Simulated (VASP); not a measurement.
# BAs (F-43m) in VASP: notebook, part 2 of 2

VASP 6.6.1.

### 4 Relaxation of cell and atoms, PBE, target pressure 10 GPa, at which the enthalpy is minimised

Contents of INCAR:

```
SYSTEM = BAs
ALGO = Normal ; EDIFF = 1E-7
EDIFFG = -0.005 ; ENCUT = 600
GGA = PE ; IBRION = 2
ISIF = 3 ; ISMEAR = -1
LASPH = .TRUE. ; LCHARG = .FALSE.
LREAL = .FALSE. ; LWAVE = .FALSE.
NELM = 80 ; NSW = 80
PREC = Accurate ; PSTRESS = 100.0
SIGMA = 0.05
```

Contents of KPOINTS:

```
k-points
0
G
  10 10 10
  0 0 0
```

Contents of POSCAR:

```
BAs
1.0
    0.0000000000      2.3885000000      2.3885000000
    2.3885000000      0.0000000000      2.3885000000
    2.3885000000      2.3885000000      0.0000000000
As B
1 1
Direct
    0.7500000000      0.7500000000      0.7500000000
    0.0000000000      0.0000000000      0.0000000000
```

Potentials or basis: VASP PAW PBE potentials, release 64 (As, B).

Run with:

```
> cat potpaw_PBE.64/As/POTCAR potpaw_PBE.64/B/POTCAR > POTCAR
> mpirun -np 1 vasp_std > vasp.out
```

OUTCAR:

```text
SYSTEM = BAs
   EDIFF = 1E-7
   EDIFFG = -0.005
   ENCUT = 600
   GGA = PE
   IBRION = 2
   ISIF = 3
   ISMEAR = -1
   LASPH = .TRUE.
   LREAL = .FALSE.
   NELM = 80
   NSW = 80
   PREC = Accurate
   PSTRESS = 100.0

 ion  position               nearest neighbor table
   1  0.750  0.750  0.750-   2 2.07   2 2.07   2 2.07   2 2.07
   2  0.000  0.000  0.000-   1 2.07   1 2.07   1 2.07   1 2.07

  LATTYP: Found a face centered cubic cell.
 ALAT       =     4.7770000000

  Lattice vectors:

 A1 = (   0.0000000000,   2.3885000000,   2.3885000000)
 A2 = (   2.3885000000,   0.0000000000,   2.3885000000)
 A3 = (   2.3885000000,   2.3885000000,   0.0000000000)

Analysis of symmetry for initial positions (statically):
=====================================================================
 Subroutine PRICEL returns:
 Original cell was already a primitive cell.

 Routine SETGRP: Setting up the symmetry group for a
 face centered cubic supercell.

 Subroutine GETGRP returns: Found 24 space group operations
 (whereof 24 operations were pure point group operations)
 out of a pool of 48 trial point group operations.

The static configuration has the point symmetry T_d .

Analysis of symmetry for dynamics (positions and initial velocities):
=====================================================================
 Subroutine PRICEL returns:
 Original cell was already a primitive cell.

 Routine SETGRP: Setting up the symmetry group for a
 face centered cubic supercell.

 Subroutine GETGRP returns: Found 24 space group operations
 (whereof 24 operations were pure point group operations)
 out of a pool of 48 trial point group operations.

The dynamic configuration has the point symmetry T_d .

 Subroutine INISYM returns: Found 24 space group operations
 (whereof 24 operations are pure point group operations),
 and found     1 'primitive' translations

----------------------------------------------------------------------------------------

                                     Primitive cell

  volume of cell :      27.2525

  direct lattice vectors                    reciprocal lattice vectors
     0.000000000  2.388500000  2.388500000    -0.209336404  0.209336404  0.209336404
     2.388500000  0.000000000  2.388500000     0.209336404 -0.209336404  0.209336404
     2.388500000  2.388500000  0.000000000     0.209336404  0.209336404 -0.209336404

  length of vectors
     3.377849094  3.377849094  3.377849094     0.362581287  0.362581287  0.362581287

  position of ions in fractional coordinates (direct lattice)
     0.750000000  0.750000000  0.750000000
     0.000000000  0.000000000  0.000000000

  ion indices of the primitive-cell ions
   primitive index   ion index
                 1           1
                 2           2

----------------------------------------------------------------------------------------

 KPOINTS: k-points

Automatic generation of k-mesh.
 Grid dimensions read from file:
 generate k-points for:   10   10   10

 Generating k-lattice:

  Cartesian coordinates                     Fractional coordinates (reciprocal lattice)
    -0.020933640  0.020933640  0.020933640     0.100000000  0.000000000  0.000000000
     0.020933640 -0.020933640  0.020933640     0.000000000  0.100000000  0.000000000
     0.020933640  0.020933640 -0.020933640     0.000000000  0.000000000  0.100000000

  Length of vectors
     0.036258129  0.036258129  0.036258129

  Shift w.r.t. Gamma in fractional coordinates (k-lattice)
     0.000000000  0.000000000  0.000000000

 Subroutine IBZKPT returns following result:
 ===========================================

 Found     47 irreducible k-points:

 Following reciprocal coordinates:
            Coordinates               Weight
  0.000000  0.000000  0.000000      1.000000
  0.100000  0.000000  0.000000      8.000000
  0.200000  0.000000  0.000000      8.000000
  0.300000  0.000000  0.000000      8.000000
  0.400000  0.000000  0.000000      8.000000
  0.500000  0.000000  0.000000      4.000000
[... 16 lines left out ...]
  0.300000  0.300000  0.000000      6.000000
  0.400000  0.300000  0.000000     24.000000
 [... further k-points ...]
   k-points           NKPTS =     47   k-points in BZ     NKDIM =     47   number of bands    NBANDS=      8
   number of dos      NEDOS =    301   number of ions     NIONS =      2
   total plane-waves  NPLWV =  21952
   dimension x,y,z NGX =    28 NGY =   28 NGZ =   28
   dimension x,y,z NGXF=    56 NGYF=   56 NGZF=   56
   ions per type =               1   1
   NGX,Y,Z   is equivalent  to a cutoff of  13.78, 13.78, 13.78 a.u.
   NGXF,Y,Z  is equivalent  to a cutoff of  27.56, 27.56, 27.56 a.u.
 SYSTEM =  BAs
   PREC   = accura    normal or accurate (medium, high low for compatibility)
   ISTART =      0    job   : 0-new  1-cont  2-samecut
   ICHARG =      2    charge: 1-file 2-atom 10-const
   ISPIN  =      1    spin polarized calculation?
   LNONCOLLINEAR =      F non collinear calculations
   LSORBIT =      F    spin-orbit coupling
   LASPH  =      T    aspherical Exc in radial PAW
   ENCUT  =  600.0 eV  44.10 Ry    6.64 a.u.   6.75  6.75  6.75*2*pi/ulx,y,z
   NELM   =     80;   NELMIN=  2; NELMDL= -5     # of ELM steps
   EDIFF  = 0.1E-06   stopping-criterion for ELM
   LREAL  =      F    real-space projection
   EDIFFG = -.5E-02   stopping-criterion for IOM
   NSW    =     80    number of steps for IOM
   IBRION =      2    ionic relax: 0-MD 1-quasi-New 2-CG
   NFREE  =      1    steps in history (QN), initial steepest desc. (CG)
   ISIF   =      3    stress and relaxation
   ISYM   =      2    0-nonsym 1-usesym 2-fastsym
   POTIM  = 0.5000    time-step for ionic-motion
   TEBEG  =    0.0;   TEEND  =   0.0 temperature during run
   PSTRESS=  100.0 pullay stress
   NELECT =       8.0000    total number of electrons
   NUPDOWN=      -1.0000    fix difference up-down
   EMIN   =  10.00;   EMAX   =-10.00  energy-range for DOS
   EFERMI =   0.00;   METHOD = LEGACY
   ISMEAR =    -1;   SIGMA  =   0.05  broadening in eV -4-tet -1-fermi 0-gaus
   EFERMI_NEDOS =   21; number of points for ismear=-14 and -15
   IALGO  =     38    algorithm
   IMIX   =      4    mixing-type and parameters
     AMIX     =   0.40;   BMIX     =  1.00
     AMIX_MAG =   1.60;   BMIX_MAG =  1.00
  volume/ion in A,a.u.               =      13.63        91.95
  Fermi-wavevector in a.u.,A,eV,Ry     =   1.088018  2.056057 16.106360  1.183784
  Thomas-Fermi vector in A             =   2.224191
   LORBIT       =      0    0 simple, 1 ext, 2 COOP (PROOUT), +10 PAW based schemes
   GGA     = PE    functional components
   LHFCALC =     F    Hartree Fock is set to
   AEXX    =    0.0000 exact exchange contribution
   IVDW    =     0    specifies the selected vdW correction
   LEPSILON=     F    determine dielectric tensor
   LRPA    =     F    only Hartree local field effects (RPA)
 conjugate gradient relaxation of ions
 non-spin polarized calculation
  energy-cutoff  :      600.00
  volume of cell :       27.25
 maximum number of plane-waves:       941
   NGX = 13   NGY = 13   NGZ = 13

--------------------------------------- Ionic step        1  -------------------------------------------

 number of electron       8.0000000 magnetization

 Free energy of the ion-electron system (eV)
  ---------------------------------------------------
  ext. energy  EPLUGINS =         0.00000000
  ---------------------------------------------------
  free energy    TOTEN  =       -11.40730622 eV

  energy without entropy =      -11.40730613  energy(sigma->0) =      -11.40730617

------------------------ aborting loop because EDIFF is reached ----------------------------------------

  FORCE on cell =-STRESS in cart. coord.  units (eV):
  Direction    XX          YY          ZZ          XY          YZ          ZX
  --------------------------------------------------------------------------------------
  -------------------------------------------------------------------------------------
  Total        0.5821543      0.5821543      0.5821543     -0.0000000     -0.0000000     -0.0000000
  in kB       34.2249632     34.2249632     34.2249632     -0.0000000     -0.0000000     -0.0000000
  external PRESSURE =     -65.7750368 kB  Pullay stress =     100.0000000 kB
[... 63 lines left out ...]
--------------------------------------- Ionic step        3  -------------------------------------------

 number of electron       8.0000000 magnetization

 Free energy of the ion-electron system (eV)
  ---------------------------------------------------
  ext. energy  EPLUGINS =         0.00000000
  ---------------------------------------------------
  free energy    TOTEN  =       -11.36212308 eV

  energy without entropy =      -11.36212295  energy(sigma->0) =      -11.36212302

 E-fermi :   7.1377     XC(G=0): -10.7639

 val. band max:        6.5889221587   @ k =   0.0000   0.0000   0.0000
 cond. band min:       7.7212201000   @ k =   0.4000   0.4000   0.0000
 fundamental gap:      1.1322979413
 Fermi energy:         7.1377409788

 k-point     1 :       0.0000    0.0000    0.0000
  band No.  band energies     occupation
      1      -9.1954      2.00000
      2       6.5889      1.99997
      3       6.5889      1.99997
      4       6.5889      1.99997
      5       9.9186      0.00000
      6       9.9186      0.00000
      7       9.9186      0.00000
      8      11.8070      0.00000
[... 243 lines left out ...]
 k-point    24 :       0.4000    0.3000    0.0000
  band No.  band energies     occupation
      1      -6.4376      2.00000
      2       0.0191      2.00000
      3       2.4386      2.00000
      4       2.9508      2.00000
      5       8.2628      0.00000
      6       9.9949      0.00000
      7      15.7241      0.00000
      8      15.9305      0.00000

 [... further k-points ...]
[... 5 lines left out ...]
  --------------------------------------------------------------------------------------
  -------------------------------------------------------------------------------------
  Total        1.6264299      1.6264299      1.6264299      0.0000000      0.0000000      0.0000000
  in kB       99.6440211     99.6440211     99.6440211      0.0000000      0.0000000      0.0000000
  external PRESSURE =      -0.3559789 kB  Pullay stress =     100.0000000 kB
[... 21 lines left out ...]
  energy  without entropy=      -11.3621229505  energy(sigma->0) =      -11.36212302

  enthalpy is  TOTEN    =        -9.7298827915 eV   P V=        1.6322402887

 reached required accuracy - stopping structural energy minimisation
```

OSZICAR:

```text
N       E                     dE             d eps       ncg     rms          rms(c)
DAV:   1     0.136177144665E+02    0.13618E+02   -0.42049E+03   752   0.980E+02
DAV:   2    -0.116765867438E+02   -0.25294E+02   -0.24645E+02  1176   0.113E+02
DAV:   3    -0.120462594646E+02   -0.36967E+00   -0.36967E+00   840   0.174E+01
DAV:   4    -0.120468010135E+02   -0.54155E-03   -0.54155E-03  1152   0.743E-01
[... 24 lines left out ...]
DAV:   3    -0.113623776931E+02    0.36040E-02   -0.77525E-03   848   0.494E-01    0.109E-01
DAV:   4    -0.113621397409E+02    0.23795E-03   -0.42088E-04   928   0.139E-01    0.599E-02
DAV:   5    -0.113621229324E+02    0.16808E-04   -0.29288E-05   960   0.380E-02    0.316E-02
DAV:   6    -0.113621229888E+02   -0.56428E-07   -0.18952E-06   888   0.102E-02    0.101E-03
DAV:   7    -0.113621230803E+02   -0.91468E-07   -0.12028E-07   664   0.222E-03
   3 F= -.97298828E+01 E0= -.97298827E+01  d E =-.235407E-01
```

CONTCAR:

```text
BAs
   1.00000000000000
    -0.0000000000000000    2.3558893742039695    2.3558893742039695
     2.3558893742039695   -0.0000000000000000    2.3558893742039695
     2.3558893742039695    2.3558893742039695   -0.0000000000000000
  As              B
     1     1
Direct
     0.7500000000000000    0.7500000000000000    0.7500000000000000
     0.0000000000000000    0.0000000000000000    0.0000000000000000

  0.00000000E+00  0.00000000E+00  0.00000000E+00
  0.00000000E+00  0.00000000E+00  0.00000000E+00
```

Wall time 42 s (1 thread of Intel Xeon 8259CL, shared host); peak memory 0.17 GiB.

What came out:

| Quantity | Value |
| --- | --- |
| Free energy | -11.3621 eV |
| Relaxed volume | 13.08 Å³/atom |
| Relaxed cell | a = 3.332 Å, b = 3.332 Å, c = 3.332 Å, α = 60.00°, β = 60.00°, γ = 60.00° |
| Space group after relaxing (to 0.05 Å) | F-43m (No. 216) |
| Energy change on relaxing (the enthalpy is what falls) | +22.6 meV/atom |
| Ionic steps | 3 |
| Pressure after relaxing | 10.0 GPa |
| Band gap on the k mesh | 1.13 eV, indirect (least direct gap 3.33 eV) |

Step by step:
| step | energy change (eV) | largest force (eV/Å) | pressure (GPa) | volume (Å³) |
| --- | --- | --- | --- | --- |
| 1 | 0.0000 | 0.0000 | 3.42 | 27.25 |
| 2 | 0.1342 | 0.0000 | 17.55 | 25.11 |
| 3 | 0.0452 | 0.0000 | 9.96 | 26.15 |

Final structure:
```
CELL_PARAMETERS angstrom
0.00000 2.35589 2.35589
2.35589 0.00000 2.35589
2.35589 2.35589 0.00000
ATOMIC_POSITIONS crystal
As 0.75000 0.75000 0.75000
B 0.00000 0.00000 0.00000
```

Caveat: the cell is relaxed towards a set pressure, so the enthalpy falls and the energy may rise. A k mesh can miss the band edges.

### 5 Overview

```tsv
cell	gap on the mesh (eV)	pressure (GPa)
relaxed to 2 GPa	1.19	2.0
relaxed to 5 GPa	1.16	5.0
relaxed to 10 GPa	1.13	10.0
```

Alike in all rows: task relaxation of cell and atoms; level PBE; potentials or basis VASP PAW PBE potentials, release 64 (As, B); no spin polarisation; k mesh 10 × 10 × 10; cutoff (eV) 600; smearing fermi-dirac 0.05 eV.

Caveats: the cell is relaxed towards a set pressure, so the enthalpy falls and the energy may rise.

Total energies depend on the potentials used, so only differences within one code and one set of settings carry meaning.
